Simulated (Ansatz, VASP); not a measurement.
Cu3Au4 in VASP and in Ansatz

```
Cu Au
1.0
     4.58260    0.00000    0.00000
     0.00000    4.58260    0.00000
     0.00000    0.00000    4.58260
Cu Au
3 4
Direct
  0.50000 0.50000 0.00000
  0.00000 0.50000 0.50000
  0.50000 0.00000 0.50000
  0.50000 0.50000 0.50000
  0.50000 0.00000 0.00000
  0.00000 0.50000 0.00000
  0.00000 0.00000 0.50000
```

Change from the starting cell: species swapped into the W3N4 type (Pm-3m, No. 221).

Alike in both runs: task relaxation of cell and atoms; functional PBE; k mesh 4 × 4 × 4; occupations gaussian, width 0.1 eV; no spin polarisation.

|  | VASP | Ansatz |
| --- | --- | --- |
| version | VASP 6.6.1 | Ansatz 0.2.0 |
| potentials or method | VASP PAW PBE potentials, release 64 (Cu, Au), cutoff 600 eV | scalar-relativistic, plane waves, PAW |
| valence electrons in the cell | 77 | 133 |

Ansatz gave:

```
gap on the k mesh at the Fermi level, each at its own relaxed structure (eV) : none
relaxed volume (Å³/atom)                                                     : 18.78
relaxed cell length with the largest relative difference (Å)                 : 5.084
```

Q: Which values does VASP return?

A: gap on the k mesh at the Fermi level, each at its own relaxed structure (eV): none; relaxed volume (Å³/atom): 18.84; relaxed cell length with the largest relative difference (Å): 5.090.

A gap of «none» marks a metal or a gap that the smearing closes. VASP's potentials hold 77 valence electrons a cell and Ansatz's 133, so a difference there can come from the potentials and not from the codes.

Spin-orbit coupling is off throughout. Noted on VASP's run: the volume moved by over 15 % at a fixed basis, so the end points are rough.
